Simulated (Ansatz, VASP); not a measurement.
## C: VASP beside Ansatz

```
C
1.0
     0.00000    2.07558    3.30471
     1.19898    0.00000    3.30471
     1.19898    2.07558    0.00000
C
2
Direct
  0.20184 0.79816 0.20184
  0.79816 0.20184 0.79816
```

Alike in both runs: task single point; functional PBE; dispersion D3(BJ); k mesh 16 × 16 × 16; occupations gaussian, width 0.03 eV; no spin polarisation.

```csv
,VASP,Ansatz
version,VASP 6.6.1,Ansatz 0.2.0
potentials or method,"VASP PAW PBE potentials, release 64 (C), cutoff 520 eV","scalar-relativistic, plane waves, PAW"
valence electrons in the cell,8,8
```

```tsv
	VASP	Ansatz	Ansatz less VASP
gap on the k mesh at the Fermi level (eV)	none	none	-
rms of the force components (eV/Å)	5.563	5.580	+0.0163
```

Atom by atom the forces differ by 0.016 eV/Å (rms over components). A gap of «none» marks a metal or a gap that the smearing closes.
